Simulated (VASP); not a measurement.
# TbHgB4 (I4/mmm) in VASP: single point with PBE

Aim: the single point of TbHgB4 with PBE.

Program: VASP 6.6.1. These are calculated values, not measurements. Logs are shortened: lines on timing, memory, paths and dates and some standing lists are left out, and cuts for length are marked.

### Step 1. The cell of the first run

It takes space group I4/mmm (No. 139, tetragonal). The conventional cell has a = 5.320 Å, b = 5.320 Å, c = 6.283 Å, α = 90.00°, β = 90.00°, γ = 90.00°. Tb (site symmetry 4/mmm) has 16 B at 2.78 to 3.55 Å and 6 Hg at 3.14 to 3.76 Å within 3.8 Å. B (site symmetry 2mm) has 2 B at 1.56 to 1.58 Å within 2.1 Å. Hg (site symmetry 4/mmm) has 16 B at 2.78 to 3.55 Å and 6 Tb at 3.14 to 3.76 Å within 3.8 Å.

The cell was built from a structure type or drawn by symmetry, and may not be a known phase.

### Step 2. Single point, PBE

Contents of INCAR:

```
ALGO     = Normal         # electronic algorithm
EDIFF    = 1E-6           # SCF threshold, eV
ENCUT    = 500            # plane-wave cutoff, eV
GGA      = PE             # functional
GGA_COMPAT= F            
ISIF     = 2              # what is computed and relaxed
ISMEAR   = 0              # smearing method
LASPH    = T              # aspherical terms in the spheres
LCHARG   = T              # write CHGCAR
LELF     = T              # ELF
LMAXMIX  = 6              # l up to which the mixer works
LREAL    = F              # projectors in reciprocal space
LVHAR    = T            
LWAVE    = F              # write WAVECAR
NBANDS   = 26             # bands
NELM     = 200            # most SCF steps
PREC     = Accurate       # precision mode
SIGMA    = 0.2            # smearing width, eV
```

Contents of KPOINTS:

```
k-points
0
Gamma
  4 4 4
```

Contents of POSCAR:

```
TbHgB4
1.0
   -2.6599112416      2.6599112416      3.1414196545
    2.6599112416     -2.6599112416      3.1414196545
    2.6599112416      2.6599112416     -3.1414196545
Tb B Hg
1 4 1
Direct
    0.0000000000      0.0000000000      0.0000000000
    0.6260063039      0.1260063039      0.5000000000
    0.1260063039      0.6260063039      0.5000000000
    0.3739936961      0.8739936961      0.5000000000
    0.8739936961      0.3739936961      0.5000000000
    0.5000000000      0.5000000000      0.0000000000
```

Potentials or basis: VASP PAW PBE potentials, release 64 (Tb_3, B, Hg), 4f in core.

Command:

```
$ cat potpaw_PBE.64/Tb_3/POTCAR potpaw_PBE.64/B/POTCAR potpaw_PBE.64/Hg/POTCAR > POTCAR
$ mpirun -np 1 vasp_std > vasp.out
```

OUTCAR:

```text
EDIFF = 1E-6
   ENCUT = 500
   GGA = PE
   ISIF = 2
   ISMEAR = 0
   LASPH = T
   LREAL = F
   NELM = 200
   PREC = Accurate

 ion  position               nearest neighbor table
   1  0.000  0.000  0.000-   4 2.78   5 2.78   2 2.78   3 2.78   2 2.78   3 2.78   5 2.78   4 2.78
                             6 3.14   6 3.14   6 3.76   6 3.76   6 3.76   6 3.76
   2  0.626  0.126  0.500-   5 1.56   4 1.58   1 2.78   6 2.78   6 2.78   1 2.78
   3  0.126  0.626  0.500-   4 1.56   5 1.58   1 2.78   6 2.78   1 2.78   6 2.78
   4  0.374  0.874  0.500-   3 1.56   2 1.58   1 2.78   6 2.78   1 2.78   6 2.78
   5  0.874  0.374  0.500-   2 1.56   3 1.58   1 2.78   6 2.78   6 2.78   1 2.78
   6  0.500  0.500  0.000-   4 2.78   5 2.78   2 2.78   3 2.78   3 2.78   2 2.78   4 2.78   5 2.78
                             1 3.14   1 3.14   1 3.76   1 3.76   1 3.76   1 3.76

  LATTYP: Found a body centered tetragonal cell.
 ALAT       =     5.3198224832
 C/A-ratio  =     1.1810242407

  Lattice vectors:

 A1 = (  -2.6599112416,   2.6599112416,   3.1414196545)
 A2 = (   2.6599112416,  -2.6599112416,   3.1414196545)
 A3 = (   2.6599112416,   2.6599112416,  -3.1414196545)

Analysis of symmetry for initial positions (statically):
=====================================================================
 Subroutine PRICEL returns:
 Original cell was already a primitive cell.

 Routine SETGRP: Setting up the symmetry group for a
 body centered tetragonal supercell.

 Subroutine GETGRP returns: Found 16 space group operations
 (whereof 16 operations were pure point group operations)
 out of a pool of 16 trial point group operations.

The static configuration has the point symmetry D_4h.

Analysis of symmetry for dynamics (positions and initial velocities):
=====================================================================
 Subroutine PRICEL returns:
 Original cell was already a primitive cell.

 Routine SETGRP: Setting up the symmetry group for a
 body centered tetragonal supercell.

 Subroutine GETGRP returns: Found 16 space group operations
 (whereof 16 operations were pure point group operations)
 out of a pool of 16 trial point group operations.

The dynamic configuration has the point symmetry D_4h.

 Subroutine INISYM returns: Found 16 space group operations
 (whereof 16 operations are pure point group operations),
 and found     1 'primitive' translations

----------------------------------------------------------------------------------------

                                     Primitive cell

  volume of cell :      88.9038

  direct lattice vectors                    reciprocal lattice vectors
    -2.659911242  2.659911242  3.141419654     0.000000000  0.187976197  0.159163708
     2.659911242 -2.659911242  3.141419654     0.187976197  0.000000000  0.159163708
     2.659911242  2.659911242 -3.141419654     0.187976197  0.187976197  0.000000000

  length of vectors
     4.900895130  4.900895130  4.900895130     0.246309027  0.246309027  0.265838487

  position of ions in fractional coordinates (direct lattice)
     0.000000000  0.000000000  0.000000000
     0.626006304  0.126006304  0.500000000
     0.126006304  0.626006304  0.500000000
     0.373993696  0.873993696  0.500000000
     0.873993696  0.373993696  0.500000000
     0.500000000  0.500000000  0.000000000

  ion indices of the primitive-cell ions
   primitive index   ion index
                 1           1
                 2           2
                 3           3
                 4           4
                 5           5
                 6           6

----------------------------------------------------------------------------------------

 KPOINTS: k-points

Automatic generation of k-mesh.
 Grid dimensions read from file:
 generate k-points for:    4    4    4

 Generating k-lattice:

  Cartesian coordinates                     Fractional coordinates (reciprocal lattice)
     0.000000000  0.046994049  0.039790927     0.250000000  0.000000000  0.000000000
     0.046994049  0.000000000  0.039790927     0.000000000  0.250000000  0.000000000
     0.046994049  0.046994049  0.000000000     0.000000000  0.000000000  0.250000000

  Length of vectors
     0.061577257  0.061577257  0.066459622

  Shift w.r.t. Gamma in fractional coordinates (k-lattice)
     0.000000000  0.000000000  0.000000000

 Subroutine IBZKPT returns following result:
 ===========================================

 Found     13 irreducible k-points:

 Following reciprocal coordinates:
            Coordinates               Weight
  0.000000  0.000000  0.000000      1.000000
  0.250000  0.000000 -0.000000      8.000000
  0.500000  0.000000 -0.000000      4.000000
  0.250000  0.250000 -0.000000      8.000000
  0.500000  0.250000 -0.000000     16.000000
 -0.250000  0.250000  0.000000      4.000000
  0.500000  0.500000 -0.000000      2.000000
  0.250000  0.250000  0.250000      2.000000
 -0.250000  0.250000  0.250000      4.000000
  0.500000  0.500000  0.250000      4.000000
 -0.250000  0.500000  0.250000      8.000000
 -0.250000 -0.250000  0.250000      2.000000
  0.500000  0.500000  0.500000      1.000000
   k-points           NKPTS =     13   k-points in BZ     NKDIM =     13   number of bands    NBANDS=     26
   number of dos      NEDOS =    301   number of ions     NIONS =      6
   total plane-waves  NPLWV =  46656
   dimension x,y,z NGX =    36 NGY =   36 NGZ =   36
   dimension x,y,z NGXF=    72 NGYF=   72 NGZF=   72
   ions per type =               1   4   1
   NGX,Y,Z   is equivalent  to a cutoff of  12.21, 12.21, 12.21 a.u.
   NGXF,Y,Z  is equivalent  to a cutoff of  24.42, 24.42, 24.42 a.u.
 SYSTEM =  unknown system
   PREC   = accura    normal or accurate (medium, high low for compatibility)
   ISTART =      0    job   : 0-new  1-cont  2-samecut
   ICHARG =      2    charge: 1-file 2-atom 10-const
   ISPIN  =      1    spin polarized calculation?
   LNONCOLLINEAR =      F non collinear calculations
   LSORBIT =      F    spin-orbit coupling
   LASPH  =      T    aspherical Exc in radial PAW
   ENCUT  =  500.0 eV  36.75 Ry    6.06 a.u.   8.94  8.94  8.94*2*pi/ulx,y,z
   NELM   =    200;   NELMIN=  2; NELMDL= -5     # of ELM steps
   EDIFF  = 0.1E-05   stopping-criterion for ELM
   LREAL  =      F    real-space projection
   EDIFFG = 0.1E-04   stopping-criterion for IOM
   NSW    =      0    number of steps for IOM
   IBRION =     -1    ionic relax: 0-MD 1-quasi-New 2-CG
   NFREE  =      0    steps in history (QN), initial steepest desc. (CG)
   ISIF   =      2    stress and relaxation
   ISYM   =      2    0-nonsym 1-usesym 2-fastsym
   POTIM  = 0.5000    time-step for ionic-motion
   TEBEG  =    0.0;   TEEND  =   0.0 temperature during run
   PSTRESS=    0.0 pullay stress
   NELECT =      33.0000    total number of electrons
   NUPDOWN=      -1.0000    fix difference up-down
   EMIN   =  10.00;   EMAX   =-10.00  energy-range for DOS
   EFERMI =   0.00;   METHOD = LEGACY
   ISMEAR =     0;   SIGMA  =   0.20  broadening in eV -4-tet -1-fermi 0-gaus
   EFERMI_NEDOS =   21; number of points for ismear=-14 and -15
   IALGO  =     38    algorithm
   IMIX   =      4    mixing-type and parameters
     AMIX     =   0.40;   BMIX     =  1.00
     AMIX_MAG =   1.60;   BMIX_MAG =  1.00
  volume/ion in A,a.u.               =      14.82        99.99
  Fermi-wavevector in a.u.,A,eV,Ry     =   1.176538  2.223335 18.833760  1.384242
  Thomas-Fermi vector in A             =   2.312900
   LORBIT       =      0    0 simple, 1 ext, 2 COOP (PROOUT), +10 PAW based schemes
   GGA     = PE    functional components
   LHFCALC =     F    Hartree Fock is set to
   AEXX    =    0.0000 exact exchange contribution
   IVDW    =     0    specifies the selected vdW correction
   LEPSILON=     F    determine dielectric tensor
   LRPA    =     F    only Hartree local field effects (RPA)
 non-spin polarized calculation
 Gauss-broadening in eV      SIGMA  =   0.20
  energy-cutoff  :      500.00
  volume of cell :       88.90
 maximum number of plane-waves:      2272
   NGX = 17   NGY = 17   NGZ = 17

 number of electron      33.0000002 magnetization

 Free energy of the ion-electron system (eV)
  ---------------------------------------------------
  ext. energy  EPLUGINS =         0.00000000
  ---------------------------------------------------
  free energy    TOTEN  =       -30.31265501 eV

  energy without entropy =      -30.24569597  energy(sigma->0) =      -30.27917549

 E-fermi :   3.5959     XC(G=0): -10.5761

 val. band max:        3.5942867979   @ k =  -0.2500   0.2500   0.0000
 cond. band min:       3.6210029187   @ k =  -0.2500   0.2500   0.0000
 fundamental gap:      0.0267161207
 Fermi energy:         3.5959236559

 k-point     1 :       0.0000    0.0000    0.0000
  band No.  band energies     occupation
      1     -19.2952      2.00000
      2     -19.1722      2.00000
      3     -19.1722      2.00000
      4      -7.3366      2.00000
      5      -4.8877      2.00000
      6      -3.7392      2.00000
[... 18 lines left out ...]
     25       9.7293      0.00000
     26       9.7301      0.00000

 k-point     2 :       0.2500    0.0000   -0.0000
  band No.  band energies     occupation
      1     -19.3066      2.00000
      2     -19.1825      2.00000
      3     -19.1759      2.00000
      4      -6.8697      2.00000
      5      -5.1413      2.00000
      6      -3.7309      2.00000
[... 18 lines left out ...]
     25       9.9131      0.00000
     26      10.3135      0.00000

 k-point     3 :       0.5000    0.0000   -0.0000
  band No.  band energies     occupation
      1     -19.3187      2.00000
      2     -19.1920      2.00000
      3     -19.1797      2.00000
      4      -5.9157      2.00000
      5      -5.7924      2.00000
      6      -3.6620      2.00000
[... 18 lines left out ...]
     25       9.2210      0.00000
     26      10.4937      0.00000

 k-point     4 :       0.2500    0.2500   -0.0000
  band No.  band energies     occupation
      1     -19.3179      2.00000
      2     -19.1861      2.00000
      3     -19.1859      2.00000
      4      -6.1233      2.00000
      5      -5.6099      2.00000
      6      -3.6133      2.00000
[... 18 lines left out ...]
     25       9.6912      0.00000
     26      10.7126      0.00000

 k-point     5 :       0.5000    0.2500   -0.0000
  band No.  band energies     occupation
      1     -19.3123      2.00000
      2     -19.1964      2.00000
      3     -19.1817      2.00000
      4      -6.0690      2.00000
      5      -5.0474      2.00000
      6      -3.8314      2.00000
[... 18 lines left out ...]
     25      10.2073      0.00000
     26      10.6685      0.00000

 k-point     6 :      -0.2500    0.2500    0.0000
  band No.  band energies     occupation
      1     -19.3009      2.00000
      2     -19.1892      2.00000
      3     -19.1754      2.00000
      4      -6.7678      2.00000
      5      -4.5401      2.00000
      6      -4.1918      2.00000
[... 108 lines left out ...]
 k-point    10 :       0.5000    0.5000    0.2500
  band No.  band energies     occupation
      1     -19.3134      2.00000
      2     -19.1964      2.00000
      3     -19.1837      2.00000
      4      -6.1173      2.00000
      5      -4.7558      2.00000
      6      -4.3065      2.00000
[... 18 lines left out ...]
     25      10.0424      0.00000
     26      10.8462      0.00000

 k-point    11 :      -0.2500    0.5000    0.2500
  band No.  band energies     occupation
      1     -19.3190      2.00000
      2     -19.1903      2.00000
      3     -19.1837      2.00000
      4      -6.1039      2.00000
      5      -5.6253      2.00000
      6      -3.7801      2.00000
[... 18 lines left out ...]
     25       9.8428      0.00000
     26      11.1168      0.00000

 k-point    12 :      -0.2500   -0.2500    0.2500
  band No.  band energies     occupation
      1     -19.3177      2.00000
      2     -19.1801      2.00000
      3     -19.1801      2.00000
      4      -6.6245      2.00000
      5      -5.7820      2.00000
      6      -3.5443      2.00000
[... 18 lines left out ...]
     25       9.4070      0.00000
     26      10.5532      0.00000

 k-point    13 :       0.5000    0.5000    0.5000
  band No.  band energies     occupation
      1     -19.3201      2.00000
      2     -19.1877      2.00000
      3     -19.1877      2.00000
      4      -6.3078      2.00000
      5      -5.3037      2.00000
      6      -3.9280      2.00000
[... 18 lines left out ...]
     25       8.5487      0.00000
     26       9.0743      0.00000

------------------------ aborting loop because EDIFF is reached ----------------------------------------

  FORCE on cell =-STRESS in cart. coord.  units (eV):
  Direction    XX          YY          ZZ          XY          YZ          ZX
  --------------------------------------------------------------------------------------
  -------------------------------------------------------------------------------------
  Total        0.2528595      0.2528595      0.0300058      0.0000000      0.0000000      0.0000000
  in kB        4.5569012      4.5569012      0.5407486      0.0000000      0.0000000      0.0000000
  external PRESSURE =       3.2181836 kB  Pullay stress =       0.0000000 kB

 VOLUME and BASIS-vectors are now :
 -----------------------------------------------------------------------------
  energy-cutoff  :      500.00
  volume of cell :       88.90
      direct lattice vectors                 reciprocal lattice vectors
    -2.659911242  2.659911242  3.141419654     0.000000000  0.187976197  0.159163708
     2.659911242 -2.659911242  3.141419654     0.187976197  0.000000000  0.159163708
     2.659911242  2.659911242 -3.141419654     0.187976197  0.187976197  0.000000000

 POSITION                                       TOTAL-FORCE (eV/Angst)
 -----------------------------------------------------------------------------------
      0.00000      0.00000      0.00000        -0.000000     -0.000000     -0.000000
     -0.00000      2.65991      0.79168         0.000000     -0.000000     -0.008814
      2.65991     -0.00000      0.79168        -0.000000      0.000000     -0.008814
      2.65991      0.00000      2.34974        -0.000000      0.000000      0.008814
      0.00000      2.65991      2.34974         0.000000     -0.000000      0.008814
      0.00000      0.00000      3.14142        -0.000000     -0.000000      0.000000
 -----------------------------------------------------------------------------------
    total drift:                                0.000000      0.000000      0.000000

  FREE ENERGIE OF THE ION-ELECTRON SYSTEM (eV)
  ---------------------------------------------------
  free  energy   TOTEN  =       -30.3126550126 eV

  energy  without entropy=      -30.2456959686  energy(sigma->0) =      -30.27917549
```

Wall time 18 s (1 thread of AMD EPYC 9R45 (Zen 5), shared host); peak memory 0.18 GiB.

Results:

- Free energy: -30.3127 eV
- Pressure: 0.3 GPa
- Largest force: 0.009 eV/Å
- Band gap on the k mesh: zero (an odd number of electrons rules out a gap without spin polarisation)

Forces on the atoms (eV/Å):
```
Tb   0.000  0.000  0.000
B    0.000  0.000 -0.009
B    0.000  0.000 -0.009
B    0.000  0.000  0.009
B    0.000  0.000  0.009
Hg   0.000  0.000  0.000
```

Caveat: the k points lie up to 0.39 Å⁻¹ apart, too coarse for converged energies and pressures of a metal; spin-orbit coupling is left out, which moves the levels of the heavy elements; the 4f electrons are frozen in the core, so they carry no moment and show no levels.
